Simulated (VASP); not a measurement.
A run of VASP 6.6.1 is set up as follows.

INCAR

```
PREC = Accurate ; ENCUT = 520
EDIFF = 1E-8 ; ISMEAR = 0
SIGMA = 0.05 ; LREAL = False
LASPH = True ; NELM = 80
ALGO = Normal ; ISIF = 2
LWAVE = False ; LCHARG = True
METAGGA = R2SCAN ; LMIXTAU = True
IBRION = 6 ; NFREE = 2
POTIM = 0.015 ; NSW = 1
```

Contents of KPOINTS:

```
Automatic mesh
0
Gamma
  8 8 8
```

POSCAR

```
GaP
1.0
    0.0000000000      2.7252500000      2.7252500000
    2.7252500000      0.0000000000      2.7252500000
    2.7252500000      2.7252500000      0.0000000000
Ga P
1 1
Direct
    0.0000000000      0.0000000000      0.0000000000
    0.7500000000      0.7500000000      0.7500000000
```

Potentials or basis: VASP PAW PBE potentials, release 64 (Ga_d, P).

Command:

```console
$ cat potpaw_PBE.64/Ga_d/POTCAR potpaw_PBE.64/P/POTCAR > POTCAR
$ mpirun -np 1 vasp_std > vasp.out
```

(1) What does it give for the highest phonon frequency at Γ, LO-TO splitting left out?

Results:

(1) 361 cm⁻¹.
